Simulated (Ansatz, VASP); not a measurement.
## Two plane-wave programs on SiO2

Contents of INCAR:

```
SYSTEM = SiO2
PREC = Accurate
ENCUT = 520
EDIFF = 1E-6
ISMEAR = 0
SIGMA = 0.05
LREAL = .False.
LASPH = .True.
NELM = 60
ALGO = Normal
ISIF = 2
LWAVE = .False.
LCHARG = .True.
GGA = CA
LELF = .True.
LVHAR = .True.
NBANDS = 25
```

KPOINTS

```
Automatic mesh
0
Gamma
  6 6 10
  0 0 0
```

File POSCAR:

```
SiO2
1.0
    4.2572501676      0.0000000000      0.0000000000
    0.0000000000      4.2572501676      0.0000000000
    0.0000000000      0.0000000000      2.5351924748
Si O
2 4
Direct
    0.5000000000      0.5000000000      0.5000000000
    0.0000000000      0.0000000000      0.0000000000
    0.6944252994      0.6944252994      0.0000000000
    0.1944252994      0.8055747006      0.5000000000
    0.3055747006      0.3055747006      0.0000000000
    0.8055747006      0.1944252994      0.5000000000
```

Input for Ansatz:

```yaml
crystal:
  lattice:
    - [4.2572501676, 0.0, 0.0]
    - [0.0, 4.2572501676, 0.0]
    - [0.0, 0.0, 2.5351924748]
  atoms:
    - { symbol: Si, position: [0.5, 0.5, 0.5] }
    - { symbol: Si, position: [0.0, 0.0, 0.0] }
    - { symbol: O, position: [0.6944252994, 0.6944252994, 0.0] }
    - { symbol: O, position: [0.1944252994, 0.8055747006, 0.5] }
    - { symbol: O, position: [0.3055747006, 0.3055747006, 0.0] }
    - { symbol: O, position: [0.8055747006, 0.1944252994, 0.5] }
basis:
  ecutwfc: 520.0
kpoints:
  mp_grid: { grid: [6, 6, 10] }
hamiltonian:
  xc: lda
  pseudopotentials: { kind: paw, azcp: { folder: soft_1 } }
scf:
  occupations: { method: gaussian, width: 0.05 }
output:
  forces: true
  stress: true
  eigenvalues: true
  write_density: true
  write_potential: true
  elf: true
  volumetric_format: npy
```

Alike in both runs: task single point; functional LDA; k mesh 6 × 6 × 10; occupations gaussian, width 0.05 eV; no spin polarisation.

|  | VASP | Ansatz |
| --- | --- | --- |
| version | VASP 6.6.1 | Ansatz 0.2.0 |
| potentials or method | VASP PAW LDA potentials, release 64 (Si, O), cutoff 520 eV | scalar-relativistic, plane waves, PAW |
| valence electrons in the cell | 32 | 32 |

Ansatz gave:

| Item | Value |
| --- | --- |
| gap on the k mesh at the Fermi level (eV) | 5.99 |
| least direct gap on the mesh (eV) | 5.99 |
| pressure (GPa) | 4.5 |
| traceless stress, the component that is largest in VASP (GPa) | 25.62 |
| rms of the force components (eV/Å) | 0.203 |

Q: Which values does VASP return?

A: gap on the k mesh at the Fermi level (eV): 5.98; least direct gap on the mesh (eV): 5.98; pressure (GPa): 5.6; traceless stress, the component that is largest in VASP (GPa): 26.57; rms of the force components (eV/Å): 0.172.

Ansatz warns that its potentials were made for another functional, while VASP's fit it. LDA's correlation is that of Perdew and Zunger in VASP and of Perdew and Wang (1992) in Ansatz. Atom by atom the forces differ by 0.031 eV/Å (rms over components).
